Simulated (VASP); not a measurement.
# SnO2 (Pnnm) in VASP: single point with r2SCAN

Aim: the single point of SnO2 with r2SCAN.

All numbers are computed with VASP 6.6.1; they aren't measurements. Logs are shortened: lines on timing, memory, paths and dates and some standing lists are left out, and cuts for length are marked.

## 1. The cell of the first run

Symmetry: Pnnm, No. 58, orthorhombic system. Conventional cell: a = 4.788 Å, b = 4.867 Å, c = 3.241 Å, α = 90.00°, β = 90.00°, γ = 90.00°. Sn (site symmetry 2/m) has 6 O at 2.09 to 2.10 Å within 2.8 Å. Within 2.8 Å of O (site symmetry m) lie 3 Sn at 2.09 to 2.10 Å and 1 O at 2.65 Å.

## 2. Single point, r2SCAN

POSCAR reads:

```
SnO2
1.0
    4.7880040000      0.0000000000      0.0000000000
    0.0000000000      4.8665820000      0.0000000000
    0.0000000000      0.0000000000      3.2408980000
Sn O
2 4
Direct
    0.5000000000      0.5000000000      0.5000000000
    0.0000000000      0.0000000000      0.0000000000
    0.2918550005      0.3210420003      0.0000000000
    0.7918550005      0.1789579997      0.5000000000
    0.2081449995      0.8210420003      0.5000000000
    0.7081449995      0.6789579997      0.0000000000
```

INCAR.step1 reads:

```
PREC = Accurate
ENCUT = 520
ISMEAR = 0
SIGMA = 0.01
LREAL = False
LASPH = True
NELM = 100
NBANDS = 35
GGA = PE
ALGO = Normal
EDIFF = 1E-4
LWAVE = True
LCHARG = False
```

INCAR.step2 reads:

```
PREC = Accurate
ENCUT = 520
EDIFF = 1E-6
ISMEAR = 0
SIGMA = 0.01
LREAL = False
LASPH = True
NELM = 100
ALGO = Normal
ISIF = 2
LWAVE = False
LCHARG = False
METAGGA = R2SCAN
LMIXTAU = True
NBANDS = 35
ISTART = 1
```

KPOINTS reads:

```
Automatic mesh
0
Gamma
  4 4 6
```

Potentials or basis: VASP PAW PBE potentials, release 64 (Sn_d, O).

Run with:

```
$ cat potpaw_PBE.64/Sn_d/POTCAR potpaw_PBE.64/O/POTCAR > POTCAR
$ cp INCAR.step1 INCAR
$ mpirun -np 1 vasp_std > vasp.out
$ cp INCAR.step2 INCAR
$ mpirun -np 1 vasp_std > vasp.out
```

OUTCAR:

```text
PREC = Accurate
   ENCUT = 520
   EDIFF = 1E-6
   ISMEAR = 0
   LREAL = False
   LASPH = True
   NELM = 100
   ISIF = 2
   METAGGA = R2SCAN
   ISTART = 1

 ion  position               nearest neighbor table
   1  0.500  0.500  0.500-   3 2.09   6 2.09   3 2.09   6 2.09   5 2.10   4 2.10
   2  0.000  0.000  0.000-   4 2.09   5 2.09   4 2.09   5 2.09   3 2.10   6 2.10
   3  0.292  0.321  0.000-   1 2.09   1 2.09   2 2.10
   4  0.792  0.179  0.500-   2 2.09   2 2.09   1 2.10
   5  0.208  0.821  0.500-   2 2.09   2 2.09   1 2.10
   6  0.708  0.679  0.000-   1 2.09   1 2.09   2 2.10

  LATTYP: Found a simple orthorhombic cell.
 ALAT       =     3.2408980000
 B/A-ratio  =     1.4773695439
 C/A-ratio  =     1.5016152930

  Lattice vectors:

 A1 = (   0.0000000000,   0.0000000000,   3.2408980000)
 A2 = (   4.7880040000,   0.0000000000,   0.0000000000)
 A3 = (   0.0000000000,   4.8665820000,   0.0000000000)

Analysis of symmetry for initial positions (statically):
=====================================================================
 Subroutine PRICEL returns:
 Original cell was already a primitive cell.

 Routine SETGRP: Setting up the symmetry group for a
 simple orthorhombic supercell.

 Subroutine GETGRP returns: Found  8 space group operations
 (whereof  4 operations were pure point group operations)
 out of a pool of  8 trial point group operations.

The static configuration has the point symmetry C_2h.
 The point group associated with its full space group is D_2h.

Analysis of symmetry for dynamics (positions and initial velocities):
=====================================================================
 Subroutine PRICEL returns:
 Original cell was already a primitive cell.

 Routine SETGRP: Setting up the symmetry group for a
 simple orthorhombic supercell.

 Subroutine GETGRP returns: Found  8 space group operations
 (whereof  4 operations were pure point group operations)
 out of a pool of  8 trial point group operations.

The dynamic configuration has the point symmetry C_2h.
 The point group associated with its full space group is D_2h.

 Subroutine INISYM returns: Found  8 space group operations
 (whereof  4 operations are pure point group operations),
 and found     1 'primitive' translations

----------------------------------------------------------------------------------------

                                     Primitive cell

  volume of cell :      75.5169

  direct lattice vectors                    reciprocal lattice vectors
     4.788004000  0.000000000  0.000000000     0.208855298  0.000000000  0.000000000
     0.000000000  4.866582000  0.000000000     0.000000000  0.205483027  0.000000000
     0.000000000  0.000000000  3.240898000     0.000000000  0.000000000  0.308556456

  length of vectors
     4.788004000  4.866582000  3.240898000     0.208855298  0.205483027  0.308556456

  position of ions in fractional coordinates (direct lattice)
     0.500000000  0.500000000  0.500000000
     0.000000000  0.000000000  0.000000000
     0.291855001  0.321042000  0.000000000
     0.791855001  0.178958000  0.500000000
     0.208144999  0.821042000  0.500000000
     0.708144999  0.678958000  0.000000000

  ion indices of the primitive-cell ions
   primitive index   ion index
                 1           1
                 2           2
                 3           3
                 4           4
                 5           5
                 6           6

----------------------------------------------------------------------------------------

 KPOINTS: Automatic mesh

Automatic generation of k-mesh.
 Grid dimensions read from file:
 generate k-points for:    4    4    6

 Generating k-lattice:

  Cartesian coordinates                     Fractional coordinates (reciprocal lattice)
     0.052213824  0.000000000  0.000000000     0.250000000  0.000000000  0.000000000
     0.000000000  0.051370757  0.000000000     0.000000000  0.250000000  0.000000000
     0.000000000  0.000000000  0.051426076     0.000000000  0.000000000  0.166666667

  Length of vectors
     0.052213824  0.051370757  0.051426076

  Shift w.r.t. Gamma in fractional coordinates (k-lattice)
     0.000000000  0.000000000  0.000000000

 Subroutine IBZKPT returns following result:
 ===========================================

 Found     36 irreducible k-points:

 Following reciprocal coordinates:
            Coordinates               Weight
  0.000000  0.000000  0.000000      1.000000
  0.250000  0.000000  0.000000      2.000000
  0.500000  0.000000  0.000000      1.000000
  0.000000  0.250000  0.000000      2.000000
  0.250000  0.250000  0.000000      4.000000
  0.500000  0.250000  0.000000      2.000000
[... 16 lines left out ...]
  0.250000  0.250000  0.333333      8.000000
  0.500000  0.250000  0.333333      4.000000
 [... further k-points ...]
   k-points           NKPTS =     36   k-points in BZ     NKDIM =     36   number of bands    NBANDS=     35
   number of dos      NEDOS =    301   number of ions     NIONS =      6
   total plane-waves  NPLWV =  31104
   dimension x,y,z NGX =    36 NGY =   36 NGZ =   24
   dimension x,y,z NGXF=    72 NGYF=   72 NGZF=   48
   ions per type =               2   4
   NGX,Y,Z   is equivalent  to a cutoff of  12.50, 12.30, 12.31 a.u.
   NGXF,Y,Z  is equivalent  to a cutoff of  25.00, 24.60, 24.62 a.u.
 SYSTEM =  unknown system
   PREC   = accura    normal or accurate (medium, high low for compatibility)
   ISTART =      1    job   : 0-new  1-cont  2-samecut
   ICHARG =      0    charge: 1-file 2-atom 10-const
   ISPIN  =      1    spin polarized calculation?
   LNONCOLLINEAR =      F non collinear calculations
   LSORBIT =      F    spin-orbit coupling
   LASPH  =      T    aspherical Exc in radial PAW
   ENCUT  =  520.0 eV  38.22 Ry    6.18 a.u.   8.90  9.05  6.03*2*pi/ulx,y,z
   NELM   =    100;   NELMIN=  2; NELMDL=  0     # of ELM steps
   EDIFF  = 0.1E-05   stopping-criterion for ELM
   LREAL  =      F    real-space projection
   EDIFFG = 0.1E-04   stopping-criterion for IOM
   NSW    =      0    number of steps for IOM
   IBRION =     -1    ionic relax: 0-MD 1-quasi-New 2-CG
   NFREE  =      0    steps in history (QN), initial steepest desc. (CG)
   ISIF   =      2    stress and relaxation
   ISYM   =      2    0-nonsym 1-usesym 2-fastsym
   POTIM  = 0.5000    time-step for ionic-motion
   TEBEG  =    0.0;   TEEND  =   0.0 temperature during run
   PSTRESS=    0.0 pullay stress
   NELECT =      52.0000    total number of electrons
   NUPDOWN=      -1.0000    fix difference up-down
   EMIN   =  10.00;   EMAX   =-10.00  energy-range for DOS
   EFERMI =   0.00;   METHOD = LEGACY
   ISMEAR =     0;   SIGMA  =   0.01  broadening in eV -4-tet -1-fermi 0-gaus
   EFERMI_NEDOS =   21; number of points for ismear=-14 and -15
   IALGO  =     38    algorithm
   IMIX   =      4    mixing-type and parameters
     AMIX     =   0.40;   BMIX     =  1.00
     AMIX_MAG =   1.60;   BMIX_MAG =  1.00
  volume/ion in A,a.u.               =      12.59        84.94
  Fermi-wavevector in a.u.,A,eV,Ry     =   1.445644  2.731871 28.434627  2.089886
  Thomas-Fermi vector in A             =   2.563802
   LORBIT       =      0    0 simple, 1 ext, 2 COOP (PROOUT), +10 PAW based schemes
   METAGGA = R2SCAN    functional components
   LHFCALC =     F    Hartree Fock is set to
   AEXX    =    0.0000 exact exchange contribution
   IVDW    =     0    specifies the selected vdW correction
   LEPSILON=     F    determine dielectric tensor
   LRPA    =     F    only Hartree local field effects (RPA)
 non-spin polarized calculation
 Gauss-broadening in eV      SIGMA  =   0.01
  energy-cutoff  :      520.00
  volume of cell :       75.52
 maximum number of plane-waves:      2060
 NGX is ok and might be reduce to    36
   NGX = 17   NGY = 19   NGZ = 13

 number of electron      51.9999998 magnetization

 Free energy of the ion-electron system (eV)
  ---------------------------------------------------
  ext. energy  EPLUGINS =         0.00000000
  ---------------------------------------------------
  free energy    TOTEN  =       -84.55499165 eV

  energy without entropy =      -84.55499165  energy(sigma->0) =      -84.55499165

 E-fermi :   5.1069     XC(G=0): -11.7431

 val. band max:        5.0225370975   @ k =   0.0000   0.0000   0.0000
 cond. band min:       6.4392458987   @ k =   0.0000   0.0000   0.0000
 fundamental gap:      1.4167088011
 Fermi energy:         5.1069401732

 k-point     1 :       0.0000    0.0000    0.0000
  band No.  band energies     occupation
      1     -16.5658      2.00000
      2     -15.7664      2.00000
      3     -15.5375      2.00000
      4     -15.5342      2.00000
      5     -15.5187      2.00000
      6     -15.4576      2.00000
[... 27 lines left out ...]
     34      17.8160      0.00000
     35      18.0451      0.00000

 k-point     2 :       0.2500    0.0000    0.0000
  band No.  band energies     occupation
      1     -16.4713      2.00000
      2     -15.8942      2.00000
      3     -15.5346      2.00000
      4     -15.5321      2.00000
      5     -15.5199      2.00000
      6     -15.5067      2.00000
[... 27 lines left out ...]
     34      17.9368      0.00000
     35      18.1811      0.00000

 k-point     3 :       0.5000    0.0000    0.0000
  band No.  band energies     occupation
      1     -16.2104      2.00000
      2     -16.2104      2.00000
      3     -15.5307      2.00000
      4     -15.5307      2.00000
      5     -15.5223      2.00000
      6     -15.5223      2.00000
[... 27 lines left out ...]
     34      18.1400      0.00000
     35      18.3645      0.00000
[... 723 lines left out ...]
 k-point    23 :       0.2500    0.2500    0.3333
  band No.  band energies     occupation
      1     -16.3812      2.00000
      2     -16.1757      2.00000
      3     -15.9765      2.00000
      4     -15.5702      2.00000
      5     -15.3921      2.00000
      6     -15.3693      2.00000
[... 27 lines left out ...]
     34      17.7985      0.00000
     35      17.9370      0.00000

 k-point    24 :       0.5000    0.2500    0.3333
  band No.  band energies     occupation
      1     -16.3087      2.00000
      2     -16.3087      2.00000
      3     -15.7716      2.00000
      4     -15.7716      2.00000
      5     -15.3830      2.00000
      6     -15.3830      2.00000
[... 27 lines left out ...]
     34      17.2193      0.00000
     35      18.5293      0.00000

 [... further k-points ...]
[... 5 lines left out ...]
  --------------------------------------------------------------------------------------
  -------------------------------------------------------------------------------------
  Total       -3.1282695     -3.2940345     -3.8965618      0.0000000      0.0000000      0.0000000
  in kB      -66.3698490    -69.8867441    -82.6700572      0.0000000      0.0000000      0.0000000
  external PRESSURE =     -72.9755501 kB  Pullay stress =       0.0000000 kB

 VOLUME and BASIS-vectors are now :
 -----------------------------------------------------------------------------
  energy-cutoff  :      520.00
  volume of cell :       75.52
      direct lattice vectors                 reciprocal lattice vectors
     4.788004000  0.000000000  0.000000000     0.208855298  0.000000000  0.000000000
     0.000000000  4.866582000  0.000000000     0.000000000  0.205483027  0.000000000
     0.000000000  0.000000000  3.240898000     0.000000000  0.000000000  0.308556456

 POSITION                                       TOTAL-FORCE (eV/Angst)
 -----------------------------------------------------------------------------------
      2.39400      2.43329      1.62045        -0.000000     -0.000000      0.000000
      0.00000      0.00000      0.00000        -0.000000     -0.000000      0.000000
      1.39740      1.56238      0.00000         0.101469     -0.059478     -0.000000
      3.79140      0.87091      1.62045         0.101469      0.059478     -0.000000
      0.99660      3.99567      1.62045        -0.101469     -0.059478     -0.000000
      3.39060      3.30420      0.00000        -0.101469      0.059478      0.000000
 -----------------------------------------------------------------------------------
    total drift:                                0.000000      0.000000      0.000000

  FREE ENERGIE OF THE ION-ELECTRON SYSTEM (eV)
  ---------------------------------------------------
  free  energy   TOTEN  =       -84.5549916500 eV

  energy  without entropy=      -84.5549916500  energy(sigma->0) =      -84.55499165
```

Wall time 3.3 min (1 thread of Intel Xeon Platinum 8259CL at 2.50GHz (Skylake/Cascade Lake), shared host); peak memory 0.22 GiB.

What came out:

- Free energy: -84.5550 eV
- Pressure: -7.3 GPa
- Largest force: 0.118 eV/Å
- Band gap on the k mesh: 1.42 eV, direct

Forces in eV/Å, atoms in the order of the input:
```
Sn   0.000  0.000  0.000
Sn   0.000  0.000  0.000
O    0.101 -0.059  0.000
O    0.101  0.059  0.000
O   -0.101 -0.059  0.000
O   -0.101  0.059  0.000
```

Stress tensor (GPa, compression positive):
```
-6.64  0.00  0.00
 0.00 -6.99  0.00
 0.00  0.00 -8.27
```

Caveat: the PAW data sets were made with another functional, which shifts forces and pressure a little; spin-orbit coupling is left out, which moves the levels of the heavy elements. r2SCAN opens gaps a little over a GGA but as a rule still falls short of measured ones.
